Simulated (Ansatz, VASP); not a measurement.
# Hg: VASP beside Ansatz

File INCAR:

```
SYSTEM = Hg
  ALGO = Normal
  EDIFF = 1E-7
  ENCUT = 520
  GGA = RP
  ISIF = 2
  ISMEAR = -1
  LASPH = .True.
  LCHARG = .True.
  LELF = .True.
  LREAL = .False.
  LVHAR = .True.
  LWAVE = .False.
  NBANDS = 32
  NELM = 100
  PREC = Accurate
  SIGMA = 0.1
```

Contents of KPOINTS:

```
k-points
0
Gamma
  8 8 2
  0 0 0
```

The input POSCAR:

```
Hg
1.0
    5.3454858830      0.0000000000      0.0000000000
   -2.6727429415      4.6293265702      0.0000000000
    0.0000000000      0.0000000000     17.3983196142
Hg
4
Direct
    0.0000000000      1.0000000000      1.0000000000
    0.0000000000      1.0000000000      0.5000000000
    0.3333333333      0.6666666667      0.2500000000
    0.6666666667      0.3333333333      0.7500000000
```

Input for Ansatz:

```yaml
crystal:
  lattice:
    - [5.345485883, 0.0, 0.0]
    - [-2.6727429415, 4.6293265702, 0.0]
    - [0.0, 0.0, 17.3983196142]
  atoms:
    - { symbol: Hg, position: [0.0, 1.0, 1.0] }
    - { symbol: Hg, position: [0.0, 1.0, 0.5] }
    - { symbol: Hg, position: [0.3333333333, 0.6666666667, 0.25] }
    - { symbol: Hg, position: [0.6666666667, 0.3333333333, 0.75] }
hamiltonian:
  xc: rpbe
  pseudopotentials:
    kind: paw
    azcp:
      Hg: "pseudopotentials/Hg.paw.azcp"
basis:
  ecutwfc: 420
  fft_grid_basis: typed
kpoints:
  mp_grid: { grid: [8, 8, 2], shift: [0, 0, 0] }
magnetization:
  spin_polarized: false
scf:
  occupations: { method: fermi_dirac, width: 0.1 }
  lower_state_search: "off"
output:
  stress: true
```

Alike in both runs: task single point; functional RPBE; k mesh 8 × 8 × 2; occupations fermi-dirac, width 0.1 eV; no spin polarisation.

|  | VASP | Ansatz |
| --- | --- | --- |
| version | VASP 6.6.1 | Ansatz 0.2.0 |
| potentials or method | VASP PAW PBE potentials, release 64 (Hg), cutoff 520 eV | plane waves (420 eV) with PAW, scalar-relativistic |
| valence electrons in the cell | 48 | 80 |

|  | VASP | Ansatz | Ansatz less VASP |
| --- | --- | --- | --- |
| pressure (GPa) | 0.0 | 0.0 | +0.02 |

VASP's potentials were made for PBE, not for RPBE. VASP's potentials hold 48 valence electrons a cell and Ansatz's 80, so a difference there can come from the potentials and not from the codes.

Spin-orbit coupling is off throughout.
